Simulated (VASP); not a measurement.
Input of a VASP 6.6.1 run:

The input INCAR:

```
PREC = Accurate
ENCUT = 520
EDIFF = 1E-6
ISMEAR = -1
SIGMA = 0.08
LREAL = F
LASPH = T
NELM = 100
ALGO = Normal
ISIF = 2
LWAVE = F
LCHARG = F
NBANDS = 20
```

The input KPOINTS:

```
Automatic mesh
0
Gamma
  16 16 16
```

File POSCAR:

```
Ga
1.0
   -2.3672484896      2.3672484896      1.2415687138
    2.3672484896     -2.3672484896      1.2415687138
    2.3672484896      2.3672484896     -1.2415687138
Ga
2
Direct
   -0.3750000000     -0.1250000000     -0.2500000000
    0.3750000000      0.1250000000      0.2500000000
```

Potentials or basis: VASP PAW LDA potentials, release 64 (Ga_d).

Command:

```bash
$ cat potpaw_LDA.64/Ga_d/POTCAR > POTCAR
$ mpirun -np 1 vasp_std > vasp.out
```

Q: Predict the pressure.

A: 29.3 GPa.

Q: Estimate the band gap on the k mesh.

A: Zero (band 13 reaches 11.77 eV, above the bottom of band 14 at 2.34 eV).
